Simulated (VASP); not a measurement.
# PbS in VASP: a series of runs, part 2 of 2

VASP 6.6.1. The steps go on from the part before.

### 4 Single point, PBE (atoms moved at random)

Contents of INCAR:

```
SYSTEM = PbS
PREC = Accurate ; ENCUT = 520
EDIFF = 1E-6 ; ISMEAR = -1
SIGMA = 0.05 ; LREAL = .FALSE.
LASPH = .TRUE. ; NELM = 100
ALGO = Normal ; ISIF = 2
LWAVE = .FALSE. ; LCHARG = .FALSE.
GGA = PE ; NBANDS = 28
```

Contents of KPOINTS:

```
Automatic mesh
0
G
  6 6 3
  0 0 0
```

Contents of POSCAR:

```
PbS
1.0
    2.9838607981     -2.9828938700      0.0000000000
    2.9838607981      2.9828938700      0.0000000000
   -1.0986781904      0.0000000000     11.1678408944
Pb S
2 2
Direct
    0.7759190000      0.7843790000      0.6231040000
    0.2371640000      0.2243530000      0.3714510000
    0.2760230000      0.2574490000      0.6086810000
    0.7366350000      0.7219020000      0.3881010000
```

Potentials or basis: VASP PAW PBE potentials, release 64 (Pb_d, S).

Launch:

```sh
cat potpaw_PBE.64/Pb_d/POTCAR potpaw_PBE.64/S/POTCAR > POTCAR
mpirun -np 1 vasp_std > vasp.out
```

OUTCAR:

```text
SYSTEM = PbS
   PREC = Accurate
   ENCUT = 520
   EDIFF = 1E-6
   ISMEAR = -1
   LREAL = .FALSE.
   LASPH = .TRUE.
   NELM = 100
   ISIF = 2
   GGA = PE

 ion  position               nearest neighbor table
   1  0.776  0.784  0.623-   4 2.63   3 2.91   3 2.93   3 3.05   3 3.07   2 4.05   2 4.09   2 4.11

   2  0.237  0.224  0.371-   3 2.65   4 2.96   4 2.98   4 2.99   4 3.02   1 4.05   1 4.09   1 4.11

   3  0.276  0.257  0.609-   2 2.65   1 2.91   1 2.93   1 3.05   1 3.07
   4  0.737  0.722  0.388-   1 2.63   2 2.96   2 2.98   2 2.99   2 3.02

  LATTYP: Found a base centered monoclinic cell.
 ALAT       =     5.9677215962
 B/A-ratio  =     0.9996759473
 C/A-ratio  =     1.8804084392
 COS(beta)  =    -0.0979061014

  Lattice vectors:

 A1 = (   2.9838607981,  -2.9828938700,   0.0000000000)
 A2 = (   2.9838607981,   2.9828938700,   0.0000000000)
 A3 = (  -1.0986781904,   0.0000000000,  11.1678408944)

Analysis of symmetry for initial positions (statically):
=====================================================================
 Subroutine PRICEL returns:
 Original cell was already a primitive cell.

 Routine SETGRP: Setting up the symmetry group for a
 base centered monoclinic supercell.

 Subroutine GETGRP returns: Found  1 space group operations
 (whereof  1 operations were pure point group operations)
 out of a pool of  4 trial point group operations.

The static configuration has the point symmetry C_1 .

Analysis of symmetry for dynamics (positions and initial velocities):
=====================================================================
 Subroutine PRICEL returns:
 Original cell was already a primitive cell.

 Routine SETGRP: Setting up the symmetry group for a
 base centered monoclinic supercell.

 Subroutine GETGRP returns: Found  1 space group operations
 (whereof  1 operations were pure point group operations)
 out of a pool of  4 trial point group operations.

The dynamic configuration has the point symmetry C_1 .

 Subroutine INISYM returns: Found  1 space group operations
 (whereof  1 operations are pure point group operations),
 and found     1 'primitive' translations

----------------------------------------------------------------------------------------

                                     Primitive cell

  volume of cell :     198.7996

  direct lattice vectors                    reciprocal lattice vectors
     2.983860798 -2.982893870  0.000000000     0.167568139 -0.167622457  0.016485143
     2.983860798  2.982893870  0.000000000     0.167568139  0.167622457  0.016485143
    -1.098678190  0.000000000 11.167840894     0.000000000  0.000000000  0.089542823

  length of vectors
     4.219132743  4.219132743 11.221754052     0.237588150  0.237588150  0.089542823

  position of ions in fractional coordinates (direct lattice)
     0.775919000  0.784379000  0.623104000
     0.237164000  0.224353000  0.371451000
     0.276023000  0.257449000  0.608681000
     0.736635000  0.721902000  0.388101000

  ion indices of the primitive-cell ions
   primitive index   ion index
                 1           1
                 2           2
                 3           3
                 4           4

----------------------------------------------------------------------------------------

 KPOINTS: Automatic mesh

Automatic generation of k-mesh.
 Grid dimensions read from file:
 generate k-points for:    6    6    3

 Generating k-lattice:

  Cartesian coordinates                     Fractional coordinates (reciprocal lattice)
     0.027928023 -0.027937076  0.002747524     0.166666667  0.000000000 -0.000000000
     0.027928023  0.027937076  0.002747524     0.000000000  0.166666667 -0.000000000
     0.000000000  0.000000000  0.029847608     0.000000000  0.000000000  0.333333333

  Length of vectors
     0.039598025  0.039598025  0.029847608

  Shift w.r.t. Gamma in fractional coordinates (k-lattice)
     0.000000000  0.000000000  0.000000000

 Subroutine IBZKPT returns following result:
 ===========================================

 Found     56 irreducible k-points:

 Following reciprocal coordinates:
            Coordinates               Weight
  0.000000  0.000000  0.000000      1.000000
  0.166667  0.000000 -0.000000      2.000000
  0.000000 -0.166667  0.000000      2.000000
  0.333333 -0.000000 -0.000000      2.000000
  0.000000 -0.333333  0.000000      2.000000
  0.500000 -0.000000 -0.000000      1.000000
[... 16 lines left out ...]
  0.000000 -0.166667 -0.333333      2.000000
  0.333333 -0.000000  0.333333      2.000000
 [... further k-points ...]
   k-points           NKPTS =     56   k-points in BZ     NKDIM =     56   number of bands    NBANDS=     28
   number of dos      NEDOS =    301   number of ions     NIONS =      4
   total plane-waves  NPLWV =  86016
   dimension x,y,z NGX =    32 NGY =   32 NGZ =   84
   dimension x,y,z NGXF=    64 NGYF=   64 NGZF=  168
   ions per type =               2   2
   NGX,Y,Z   is equivalent  to a cutoff of  12.61, 12.61, 12.44 a.u.
   NGXF,Y,Z  is equivalent  to a cutoff of  25.22, 25.22, 24.89 a.u.
 SYSTEM =  PbS
   PREC   = accura    normal or accurate (medium, high low for compatibility)
   ISTART =      0    job   : 0-new  1-cont  2-samecut
   ICHARG =      2    charge: 1-file 2-atom 10-const
   ISPIN  =      1    spin polarized calculation?
   LNONCOLLINEAR =      F non collinear calculations
   LSORBIT =      F    spin-orbit coupling
   LASPH  =      T    aspherical Exc in radial PAW
   ENCUT  =  520.0 eV  38.22 Ry    6.18 a.u.   7.84  7.84 20.87*2*pi/ulx,y,z
   NELM   =    100;   NELMIN=  2; NELMDL= -5     # of ELM steps
   EDIFF  = 0.1E-05   stopping-criterion for ELM
   LREAL  =      F    real-space projection
   EDIFFG = 0.1E-04   stopping-criterion for IOM
   NSW    =      0    number of steps for IOM
   IBRION =     -1    ionic relax: 0-MD 1-quasi-New 2-CG
   NFREE  =      0    steps in history (QN), initial steepest desc. (CG)
   ISIF   =      2    stress and relaxation
   ISYM   =      2    0-nonsym 1-usesym 2-fastsym
   POTIM  = 0.5000    time-step for ionic-motion
   TEBEG  =    0.0;   TEEND  =   0.0 temperature during run
   PSTRESS=    0.0 pullay stress
   NELECT =      40.0000    total number of electrons
   NUPDOWN=      -1.0000    fix difference up-down
   EMIN   =  10.00;   EMAX   =-10.00  energy-range for DOS
   EFERMI =   0.00;   METHOD = LEGACY
   ISMEAR =    -1;   SIGMA  =   0.05  broadening in eV -4-tet -1-fermi 0-gaus
   EFERMI_NEDOS =   21; number of points for ismear=-14 and -15
   IALGO  =     38    algorithm
   IMIX   =      4    mixing-type and parameters
     AMIX     =   0.40;   BMIX     =  1.00
     AMIX_MAG =   1.60;   BMIX_MAG =  1.00
  volume/ion in A,a.u.               =      49.70       335.39
  Fermi-wavevector in a.u.,A,eV,Ry     =   0.959304  1.812822 12.520957  0.920264
  Thomas-Fermi vector in A             =   2.088488
   LORBIT       =      0    0 simple, 1 ext, 2 COOP (PROOUT), +10 PAW based schemes
   GGA     = PE    functional components
   LHFCALC =     F    Hartree Fock is set to
   AEXX    =    0.0000 exact exchange contribution
   IVDW    =     0    specifies the selected vdW correction
   LEPSILON=     F    determine dielectric tensor
   LRPA    =     F    only Hartree local field effects (RPA)
 non-spin polarized calculation
  energy-cutoff  :      520.00
  volume of cell :      198.80
 maximum number of plane-waves:      5371
   NGX = 15   NGY = 15   NGZ = 41

 number of electron      39.9999998 magnetization

 Free energy of the ion-electron system (eV)
  ---------------------------------------------------
  ext. energy  EPLUGINS =         0.00000000
  ---------------------------------------------------
  free energy    TOTEN  =       -17.28245821 eV

  energy without entropy =      -17.28245821  energy(sigma->0) =      -17.28245821

 E-fermi :   1.4323     XC(G=0):  -5.9426

 val. band max:        0.3611202832   @ k =   0.0000  -0.3333  -0.3333
 cond. band min:       2.4526778609   @ k =   0.0000   0.0000   0.3333
 fundamental gap:      2.0915575777
 Fermi energy:         1.4323302870

 k-point     1 :       0.0000    0.0000    0.0000
  band No.  band energies     occupation
      1     -15.7767      2.00000
      2     -15.6849      2.00000
      3     -15.6437      2.00000
      4     -15.6318      2.00000
      5     -15.6265      2.00000
      6     -15.6257      2.00000
[... 20 lines left out ...]
     27       6.8645      0.00000
[... 691 lines left out ...]
      6     -15.6291      2.00000
[... 20 lines left out ...]
     27       6.0449      0.00000
     28       6.9642      0.00000

 [... further k-points ...]
[... 5 lines left out ...]
  --------------------------------------------------------------------------------------
  -------------------------------------------------------------------------------------
  Total        0.7392519      0.7886639      1.4580659      0.0182216     -0.0189021      0.0351839
  in kB        5.9578210      6.3560453     11.7509277      0.1468527     -0.1523369      0.2835558
  external PRESSURE =       8.0215980 kB  Pullay stress =       0.0000000 kB

 VOLUME and BASIS-vectors are now :
 -----------------------------------------------------------------------------
  energy-cutoff  :      520.00
  volume of cell :      198.80
      direct lattice vectors                 reciprocal lattice vectors
     2.983860798 -2.982893870  0.000000000     0.167568139 -0.167622457  0.016485143
     2.983860798  2.982893870  0.000000000     0.167568139  0.167622457  0.016485143
    -1.098678190  0.000000000 11.167840894     0.000000000  0.000000000  0.089542823

 POSITION                                       TOTAL-FORCE (eV/Angst)
 -----------------------------------------------------------------------------------
      3.97112      0.02524      6.95873        -0.031932     -0.055133      0.383341
      0.96900     -0.03821      4.14831         0.001926      0.023553     -0.186055
      0.92306     -0.05540      6.79765         0.048339      0.052699      0.188840
      3.92567     -0.04395      4.33425        -0.018334     -0.021119     -0.386126
 -----------------------------------------------------------------------------------
    total drift:                               -0.000151      0.000165     -0.000043

  FREE ENERGIE OF THE ION-ELECTRON SYSTEM (eV)
  ---------------------------------------------------
  free  energy   TOTEN  =       -17.2824582137 eV

  energy  without entropy=      -17.2824582133  energy(sigma->0) =      -17.28245821
```

stdout:

```text
POSCAR found type information on POSCAR PbS
 POSCAR found :  2 types and       4 ions
 scaLAPACK will be used
 LDA part: xc-table for (Slater+PW92), standard interpolation
 POSCAR, INCAR and KPOINTS ok, starting setup
 FFT: planning ... GRIDC
 FFT: planning ... GRID_SOFT
 FFT: planning ... GRID
 WAVECAR not read
 entering main loop
```

It took 4.2 min on 1 thread of Intel Xeon 6975P-C, shared host; peak memory 0.44 GiB.

What came out:

| Item | Value |
| --- | --- |
| Free energy | -17.2825 eV |
| Largest force | 0.389 eV/Å |
| Band gap on the k mesh | 2.09 eV, indirect (least direct gap 2.14 eV) |

Forces in eV/Å, atoms in the order of the input:
```
Pb  -0.032 -0.055  0.383
Pb   0.002  0.024 -0.186
S    0.048  0.053  0.189
S   -0.018 -0.021 -0.386
```

Levels at points of the mesh, in eV from the valence-band top:
```csv
k point,band 18,band 19,band 20,band 21,band 22,band 23
"(0.00, 0.00, 0.00)",-1.27,-1.26,-0.09,2.26,3.77,4.91
"(0.50, 0.00, 0.00)",-0.97,-0.11,-0.05,2.11,2.20,3.14
"(0.00, 0.50, 0.00)",-0.94,-0.13,-0.04,2.11,2.17,3.12
"(0.50, 0.50, 0.00)",-2.60,-1.32,-1.31,4.34,4.43,5.20
```

Caveat: the cell differs from its parent crystal (atoms moved at random); spin-orbit coupling is left out, which moves the levels of the heavy elements.

### 5 Summary

| cell | gap on the mesh (eV) | largest force (eV/Å) |
| --- | --- | --- |
| a = 4.275, b = 4.275, c = 11.369 Å, angles 94.0, 94.0, 90.0°, 4 atoms | 2.08 | 0.16 |
| a = 4.302, b = 4.302, c = 11.442 Å, angles 94.0, 94.0, 90.0°, 4 atoms | 2.09 | 0.29 |
| a = 4.219, b = 4.219, c = 11.222 Å, angles 94.0, 94.0, 90.0°, 4 atoms | 2.09 | 0.39 |

Alike in all rows: task single point; level PBE; potentials or basis VASP PAW PBE potentials, release 64 (Pb_d, S); no spin polarisation; k mesh 6 × 6 × 3; cutoff (eV) 520; smearing fermi-dirac 0.05 eV.

Caveats: spin-orbit coupling is left out, which moves the levels of the heavy elements.

Total energies depend on the potentials used, so only differences within one code and one set of settings carry meaning.
